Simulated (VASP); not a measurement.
Set up this calculation in VASP 6.6.1, as the native input.

- Task: single point
- Functional: PBE
- Potentials or basis: VASP PAW PBE potentials, release 64 (Si, C)
- Cutoff: 520 eV
- k mesh: 6 × 6 × 4
- Occupations: gaussian, width 0.01 eV
- Spin: no spin polarisation
- Dipole correction: no
- Further INCAR settings: ALGO = Normal; EDIFF = 1e-06; NBANDS = 16

The structure of SiC lies in POSCAR:

```
SiC
1.0
    3.0753562392      0.0000000000      0.0000000000
   -1.5376781196      2.6633366288      0.0000000000
    0.0000000000      0.0000000000      5.1490702528
Si C
2 2
Direct
    0.3333333333      0.6666666667      0.0003593547
    0.6666666667      0.3333333333      0.5003593547
    0.3333333333      0.6666666667      0.3746406453
    0.6666666667      0.3333333333      0.8746406453
```

This cell differs from its parent crystal: uniaxial z strain +2.0%.

The input as run:

INCAR

```
PREC = Accurate ; ENCUT = 520
EDIFF = 1E-6 ; ISMEAR = 0
SIGMA = 0.01 ; LREAL = F
LASPH = T ; NELM = 100
ALGO = Normal ; ISIF = 2
LWAVE = F ; LCHARG = T
GGA = PE ; LELF = T
LVHAR = T ; NBANDS = 16
```

KPOINTS

```
regular mesh
0
Gamma
  6 6 4
```

Potentials or basis: VASP PAW PBE potentials, release 64 (Si, C).

Launch:

```bash
$ cat potpaw_PBE.64/Si/POTCAR potpaw_PBE.64/C/POTCAR > POTCAR
$ mpirun -np 1 vasp_std > vasp.out
```

Results of the run:

```json
{
 "Pressure": "-0.7 GPa",
 "Largest force": "0.016 eV/Å",
 "Band gap on the k mesh": "2.17 eV, indirect (least direct gap 4.09 eV)"
}
```

Caveat: the cell differs from its parent crystal (uniaxial z strain +2.0%).

It took 5.9 s on 1 thread of Intel(R) Xeon(R) 6975P-C (Granite Rapids) (shared host), peak memory 0.15 GiB.
